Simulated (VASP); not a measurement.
# P (Pm-3m) in VASP: notebook, part 2 of 2

VASP 6.6.1. The steps go on from the part before.

## 3. Relaxation of cell and atoms, r2SCAN, target pressure 30 GPa, at which the enthalpy is minimised

POSCAR reads:

```
P
1.0
    2.5300000000      0.0000000000      0.0000000000
    0.0000000000      2.5300000000      0.0000000000
    0.0000000000      0.0000000000      2.5300000000
P
1
Direct
    0.0000000000      0.0000000000      0.0000000000
```

INCAR.step1 reads:

```
SYSTEM = P
ALGO     = Normal         ! electronic algorithm
EDIFF    = 1E-4           ! SCF threshold, eV
ENCUT    = 600            ! plane-wave cutoff, eV
GGA      = PE             ! functional
ISMEAR   = 0              ! smearing method
LASPH    = .TRUE.         ! aspherical terms in the spheres
LCHARG   = .FALSE.        ! write CHGCAR
LREAL    = .FALSE.        ! projectors in reciprocal space
LWAVE    = .TRUE.         ! write WAVECAR
NELM     = 100            ! most SCF steps
PREC     = Accurate       ! precision mode
SIGMA    = 0.05           ! smearing width, eV
```

INCAR.step2 reads:

```
SYSTEM = P
ALGO     = Normal         ! electronic algorithm
EDIFF    = 1E-7           ! SCF threshold, eV
EDIFFG   = -0.01          ! ionic threshold
ENCUT    = 600            ! plane-wave cutoff, eV
IBRION   = 2              ! ionic algorithm
ISIF     = 3              ! what is computed and relaxed
ISMEAR   = 0              ! smearing method
ISTART   = 1            
LASPH    = .TRUE.         ! aspherical terms in the spheres
LCHARG   = .FALSE.        ! write CHGCAR
LMIXTAU  = .TRUE.       
LREAL    = .FALSE.        ! projectors in reciprocal space
LWAVE    = .FALSE.        ! write WAVECAR
METAGGA  = R2SCAN         ! meta-GGA
NELM     = 100            ! most SCF steps
NSW      = 80             ! ionic steps
PREC     = Accurate       ! precision mode
PSTRESS  = 300.0        
SIGMA    = 0.05           ! smearing width, eV
```

KPOINTS reads:

```
k-points
0
G
  17 17 17
  0 0 0
```

Potentials or basis: VASP PAW PBE potentials, release 64 (P).

Started as:

```bash
$ cat potpaw_PBE.64/P/POTCAR > POTCAR
$ cp INCAR.step1 INCAR
$ mpirun -np 1 vasp_std > vasp.out
$ cp INCAR.step2 INCAR
$ mpirun -np 1 vasp_std > vasp.out
```

OUTCAR:

```text
SYSTEM = P
   EDIFF = 1E-7
   EDIFFG = -0.01
   ENCUT = 600
   IBRION = 2
   ISIF = 3
   ISMEAR = 0
   ISTART = 1
   LASPH = .TRUE.
   LREAL = .FALSE.
   METAGGA = R2SCAN
   NELM = 100
   NSW = 80
   PREC = Accurate
   PSTRESS = 300.0

 ion  position               nearest neighbor table
   1  0.000  0.000  0.000-

  LATTYP: Found a simple cubic cell.
 ALAT       =     2.5300000000

  Lattice vectors:

 A1 = (   2.5300000000,   0.0000000000,   0.0000000000)
 A2 = (   0.0000000000,   2.5300000000,   0.0000000000)
 A3 = (   0.0000000000,   0.0000000000,   2.5300000000)

Analysis of symmetry for initial positions (statically):
=====================================================================
 Subroutine PRICEL returns:
 Original cell was already a primitive cell.

 Routine SETGRP: Setting up the symmetry group for a
 simple cubic supercell.

 Subroutine GETGRP returns: Found 48 space group operations
 (whereof 48 operations were pure point group operations)
 out of a pool of 48 trial point group operations.

The static configuration has the point symmetry O_h .

Analysis of symmetry for dynamics (positions and initial velocities):
=====================================================================
 Subroutine PRICEL returns:
 Original cell was already a primitive cell.

 Routine SETGRP: Setting up the symmetry group for a
 simple cubic supercell.

 Subroutine GETGRP returns: Found 48 space group operations
 (whereof 48 operations were pure point group operations)
 out of a pool of 48 trial point group operations.

The dynamic configuration has the point symmetry O_h .

 Subroutine INISYM returns: Found 48 space group operations
 (whereof 48 operations are pure point group operations),
 and found     1 'primitive' translations

----------------------------------------------------------------------------------------

                                     Primitive cell

  volume of cell :      16.1943

  direct lattice vectors                    reciprocal lattice vectors
[... 86 lines left out ...]
   LREAL  =      F    real-space projection
   EDIFFG = -.1E-01   stopping-criterion for IOM
   NSW    =     80    number of steps for IOM
   IBRION =      2    ionic relax: 0-MD 1-quasi-New 2-CG
   NFREE  =      1    steps in history (QN), initial steepest desc. (CG)
   ISIF   =      3    stress and relaxation
   ISYM   =      2    0-nonsym 1-usesym 2-fastsym
   POTIM  = 0.5000    time-step for ionic-motion
   TEBEG  =    0.0;   TEEND  =   0.0 temperature during run
   PSTRESS=  300.0 pullay stress
   NELECT =       5.0000    total number of electrons
   NUPDOWN=      -1.0000    fix difference up-down
   EMIN   =  10.00;   EMAX   =-10.00  energy-range for DOS
   EFERMI =   0.00;   METHOD = LEGACY
   ISMEAR =     0;   SIGMA  =   0.05  broadening in eV -4-tet -1-fermi 0-gaus
   EFERMI_NEDOS =   21; number of points for ismear=-14 and -15
   IALGO  =     38    algorithm
   IMIX   =      4    mixing-type and parameters
     AMIX     =   0.40;   BMIX     =  1.00
     AMIX_MAG =   1.60;   BMIX_MAG =  1.00
  volume/ion in A,a.u.               =      16.19       109.28
  Fermi-wavevector in a.u.,A,eV,Ry     =   1.106482  2.090948 16.657642  1.224302
  Thomas-Fermi vector in A             =   2.242983
   LORBIT       =      0    0 simple, 1 ext, 2 COOP (PROOUT), +10 PAW based schemes
   METAGGA = R2SCAN    functional components
   LHFCALC =     F    Hartree Fock is set to
   AEXX    =    0.0000 exact exchange contribution
   IVDW    =     0    specifies the selected vdW correction
   LEPSILON=     F    determine dielectric tensor
   LRPA    =     F    only Hartree local field effects (RPA)
 conjugate gradient relaxation of ions
 non-spin polarized calculation
 Gauss-broadening in eV      SIGMA  =   0.05
  energy-cutoff  :      600.00
  volume of cell :       16.19
 maximum number of plane-waves:       554
   NGX = 11   NGY = 11   NGZ = 11

--------------------------------------- Ionic step        1  -------------------------------------------

 number of electron       4.9999998 magnetization

 Free energy of the ion-electron system (eV)
  ---------------------------------------------------
  ext. energy  EPLUGINS =         0.00000000
  ---------------------------------------------------
  free energy    TOTEN  =        -8.75445724 eV

  energy without entropy =       -8.75401664  energy(sigma->0) =       -8.75423694

 E-fermi :   8.0241     XC(G=0): -11.3760

 val. band max:        8.0195688141   @ k =   0.3529   0.2353   0.0000
 cond. band min:       8.0314109812   @ k =   0.1765   0.1176   0.1176
 fundamental gap:      0.0118421671
 Fermi energy:         8.0240977632

 k-point     1 :       0.0000    0.0000    0.0000
  band No.  band energies     occupation
      1      -8.1119      2.00000
      2      12.8846      0.00000
      3      12.8846      0.00000
      4      12.8846      0.00000
      5      15.4715      0.00000
      6      15.4715      0.00000
[... 354 lines left out ...]
--------------------------------------- Ionic step        5  -------------------------------------------

 number of electron       5.0000001 magnetization

 Free energy of the ion-electron system (eV)
  ---------------------------------------------------
  ext. energy  EPLUGINS =         0.00000000
  ---------------------------------------------------
  free energy    TOTEN  =        -8.65054789 eV

  energy without entropy =       -8.65024387  energy(sigma->0) =       -8.65039588

 E-fermi :  12.3236     XC(G=0): -12.7303

 val. band max:       12.3054033172   @ k =   0.3529   0.2353   0.0000
 cond. band min:      12.3555136259   @ k =   0.3529   0.2353   0.0588
 fundamental gap:      0.0501103087
 Fermi energy:        12.3235664762

 k-point     1 :       0.0000    0.0000    0.0000
  band No.  band energies     occupation
      1      -7.0110      2.00000
      2      18.7902      0.00000
      3      18.7902      0.00000
      4      18.7902      0.00000
      5      19.1979      0.00000
      6      19.1979      0.00000
[... 239 lines left out ...]
  energy  without entropy=       -8.6502438715  energy(sigma->0) =       -8.65039588

  enthalpy is  TOTEN    =        -6.3703101006 eV   P V=        2.2802377870

 reached required accuracy - stopping structural energy minimisation
```

Run time: 5.9 min. Hardware: 1 thread of Intel Xeon 8259CL, shared host; peak memory 0.14 GiB.

Results:

```yaml
Free_energy: -8.6505 eV
Relaxed_volume: 12.18 Å³/atom
Relaxed_cell: a = 2.301 Å, b = 2.301 Å, c = 2.301 Å, α = 90.00°, β = 90.00°, γ = 90.00°
Space_group_after_relaxing_to_0.1_Å: Pm-3m (No. 221)
Energy_change_on_relaxing_the_run_minimises_the_enthalpy: +103.9 meV/atom
Ionic_steps: 5
Pressure_after_relaxing: 30.0 GPa
Band_gap_on_the_k_mesh: zero (an odd number of electrons rules out a gap without spin polarisation)
```

The path:
```csv
step,energy change (eV),largest force (eV/Å),pressure (GPa),volume (Å³)
1,0.0000,0.0000,-10.33,16.19
2,2.3437,0.0000,201.69,8.40
3,0.0487,0.0000,23.55,12.51
4,0.0884,0.0000,28.28,12.26
5,0.1039,0.0000,30.03,12.18
```

Final structure:
```yaml
crystal:
  lattice:
    - [2.30068, 0.00000, 0.00000]
    - [0.00000, 2.30068, 0.00000]
    - [0.00000, 0.00000, 2.30068]
  atoms:
    - { symbol: P, position: [0.00000, 0.00000, 0.00000] }
```

Caveat: the cell is relaxed towards a set pressure, so the run minimises the enthalpy, not the energy; the volume moved by over 15 % at a fixed basis, so the end points are rough; the PAW data sets were made with another functional, which shifts forces and pressure a little.

## 4. Relaxation of cell and atoms, r2SCAN, target pressure 45 GPa, at which the enthalpy is minimised

POSCAR is that of step 3.

INCAR.step1 reads:

```
PREC = Accurate
ENCUT = 600
ISMEAR = 0
SIGMA = 0.05
LREAL = False
LASPH = True
NELM = 100
GGA = PE
ALGO = Normal
EDIFF = 1E-4
LWAVE = True
LCHARG = False
```

INCAR.step2 reads:

```
PREC = Accurate
ENCUT = 600
EDIFF = 1E-6
ISMEAR = 0
SIGMA = 0.05
LREAL = False
LASPH = True
NELM = 100
ALGO = Normal
ISIF = 3
LWAVE = False
LCHARG = False
METAGGA = R2SCAN
LMIXTAU = True
IBRION = 2
NSW = 80
EDIFFG = -0.01
PSTRESS = 450.0
ISTART = 1
```

KPOINTS reads:

```
regular mesh
0
Gamma
  17 17 17
```

Started as:

```bash
$ cat potpaw_PBE.64/P/POTCAR > POTCAR
$ cp INCAR.step1 INCAR
$ mpirun -np 1 vasp_std > vasp.out
$ cp INCAR.step2 INCAR
$ mpirun -np 1 vasp_std > vasp.out
```

It took 6 min on 1 thread of Intel Xeon 8259CL, shared host; peak memory 0.14 GiB.

Results (log left out):

```
Free energy                                                : -8.5004 eV
Relaxed volume                                             : 11.53 Å³/atom
Relaxed cell                                               : a = 2.259 Å, b = 2.259 Å, c = 2.259 Å, α = 90.00°, β = 90.00°, γ = 90.00°
Space group after relaxing (to 0.1 Å)                      : Pm-3m (No. 221)
Energy change on relaxing (the run minimises the enthalpy) : +254.0 meV/atom
Ionic steps                                                : 8
Pressure after relaxing                                    : 45.1 GPa
Band gap on the k mesh                                     : zero (an odd number of electrons rules out a gap without spin polarisation)
```

Step by step:
| step | energy change (eV) | largest force (eV/Å) | pressure (GPa) | volume (Å³) |
| --- | --- | --- | --- | --- |
| 1 | 0.0000 | 0.0000 | -10.33 | 16.19 |
| 2 | 6.8484 | 0.0000 | 548.91 | 6.31 |
| 3 | 0.0897 | 0.0000 | 28.40 | 12.26 |
| 4 | 0.1797 | 0.0000 | 38.78 | 11.82 |
| 5 | 0.2397 | 0.0000 | 43.76 | 11.59 |
| 6 | 0.2626 | 0.0000 | 45.81 | 11.50 |
| 7 | 0.2389 | 0.0000 | 43.55 | 11.59 |
| 8 | 0.2540 | 0.0000 | 45.05 | 11.53 |

Final structure:
```xyz
1
Lattice="2.2594 0.0000 0.0000 0.0000 2.2594 0.0000 0.0000 0.0000 2.2594" Properties=species:S:1:pos:R:3 pbc="T T T"
P     0.0000    0.0000    0.0000
```

Levels at points of the mesh, in eV from the Fermi level:
| k point | band 1 | band 2 | band 3 | band 4 | band 5 | band 6 |
| --- | --- | --- | --- | --- | --- | --- |
| (0.00, 0.00, 0.00) | -20.00 | 6.78 | 6.78 | 6.85 | 6.85 | 6.85 |

Caveat: the cell is relaxed towards a set pressure, so the run minimises the enthalpy, not the energy; the volume moved by over 15 % at a fixed basis, so the end points are rough; the PAW data sets were made with another functional, which shifts forces and pressure a little.

## 5. Summary

| cell | gap on the mesh (eV) | pressure (GPa) |
| --- | --- | --- |
| relaxed to 15 GPa | none | 14.9 |
| relaxed to 30 GPa | none | 30.0 |
| relaxed to 45 GPa | none | 45.1 |

Alike in all rows: task relaxation of cell and atoms; level r2SCAN; potentials or basis VASP PAW PBE potentials, release 64 (P); no spin polarisation; k mesh 17 × 17 × 17; cutoff (eV) 600; smearing gaussian 0.05 eV.

Caveats: the cell is relaxed towards a set pressure, so the run minimises the enthalpy, not the energy; the volume moved by over 15 % at a fixed basis, so the end points are rough; the PAW data sets were made with another functional, which shifts forces and pressure a little.

Total energies depend on the potentials used, so only differences within one code and one set of settings carry meaning.

The gap in the log of VASP goes by the Fermi energy; the results here count the filled bands.